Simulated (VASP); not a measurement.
Runs of VASP 6.6.1 on GeBiO4. The structure is that of space group Cmmm (No. 65), or close to it. The cells are those of the table. 

```csv
task,cell,k mesh,cutoff (eV),gap on the mesh (eV),pressure (GPa),largest force (eV/Å)
single point,"a = 3.961, b = 3.961, c = 4.760 Å, angles 90.0, 90.0, 95.7°, 6 atoms",4 × 4 × 4,520,none,0.2,0.06
relaxation of cell and atoms,"relaxed from a = 4.946, b = 4.946, c = 4.037 Å, angles 90.0, 90.0, 118.4°, 6 atoms",4 × 4 × 4,600,none,0.1,0.01
single point,"a = 3.950, b = 3.950, c = 4.795 Å, angles 90.0, 90.0, 96.4°, 6 atoms",10 × 10 × 8,520,none,0.1,(a)
single point,"a = 4.946, b = 4.946, c = 4.037 Å, angles 90.0, 90.0, 118.4°, 6 atoms",4 × 4 × 4,520,none,-15.4,(b)
```

Alike in all rows: level PBE; potentials or basis VASP PAW PBE potentials, release 64 (Ge_d, Bi_d, O); no spin polarisation; smearing gaussian 0.1 eV.

Question: Fill in the values left out.

Answer: (a) 0.07; (b) 1.04.

Caveats: some runs use coarse meshes; spin-orbit coupling is left out, which moves the levels of the heavy elements; an odd number of electrons without spin polarisation forces a metal; a magnetic or distorted state may lie lower.

A k mesh can miss the band edges, and the runs leave out spin-orbit coupling on Bi, Ge.

A gap of «none» marks levels without a gap at the run's occupations.
